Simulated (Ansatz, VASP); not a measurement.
Two plane-wave programs on Zn

The input POSCAR:

```
Zn
1.0
    0.0000000000      1.9906312808      1.9906312808
    1.9906312808      0.0000000000      1.9906312808
    1.9906312808      1.9906312808      0.0000000000
Zn
1
Direct
    0.0000000000      0.0000000000      0.0000000000
```

Contents of INCAR.step1:

```
SYSTEM = Zn
PREC = Accurate ; ENCUT = 520
ISMEAR = 1 ; SIGMA = 0.3
LREAL = .FALSE. ; LASPH = .TRUE.
NELM = 60 ; NBANDS = 12
GGA = PE ; ALGO = Normal
EDIFF = 1E-4 ; LWAVE = .TRUE.
LCHARG = .FALSE.
```

Contents of INCAR.step2:

```
SYSTEM = Zn
PREC = Accurate ; ENCUT = 520
EDIFF = 1E-6 ; ISMEAR = 1
SIGMA = 0.3 ; LREAL = .FALSE.
LASPH = .TRUE. ; NELM = 60
ALGO = Normal ; ISIF = 2
LWAVE = .FALSE. ; LCHARG = .FALSE.
METAGGA = R2SCAN ; LMIXTAU = .TRUE.
NBANDS = 12 ; ISTART = 1
```

The input KPOINTS:

```
Automatic mesh
0
G
  13 13 13
  0 0 0
```

Input for Ansatz:

```yaml
crystal:
  lattice:
    - [0.0, 1.9906312808001927, 1.9906312808001927]
    - [1.9906312808001927, 0.0, 1.9906312808001927]
    - [1.9906312808001927, 1.9906312808001927, 0.0]
  atoms:
    - { symbol: Zn, position: [0.0, 0.0, 0.0] }
basis:
  ecutwfc: 639.467576780718
kpoints:
  mp_grid:
    grid: [13, 13, 13]
hamiltonian:
  xc: r2scan
scf:
  n_extra_bands: 8
  convergence:
    dr2_threshold: 1.0e-07
  lower_state_search: "off"
  mixing:
    algorithm: msr1
  occupations:
    method: methfessel_paxton
    width: 0.3
output:
  stress: true
```

Alike in both runs: task single point; functional r2SCAN; k mesh 13 × 13 × 13; occupations methfessel-paxton of order 1, width 0.3 eV; no spin polarisation.

|  | VASP | Ansatz |
| --- | --- | --- |
| version | VASP 6.6.1 | Ansatz 0.2.0 |
| potentials or method | VASP PAW PBE potentials, release 64 (Zn), cutoff 520 eV | plane waves, PAW |
| valence electrons in the cell | 12 | 12 |

```csv
,VASP,Ansatz,Ansatz less VASP
pressure (GPa),-6.4,-6.7,-0.27
```

VASP's potentials were made for PBE, not for r2SCAN. The functional is the same, so the differences come from potentials, cutoffs and numerics. Ansatz's warnings: stress scf threshold loose.
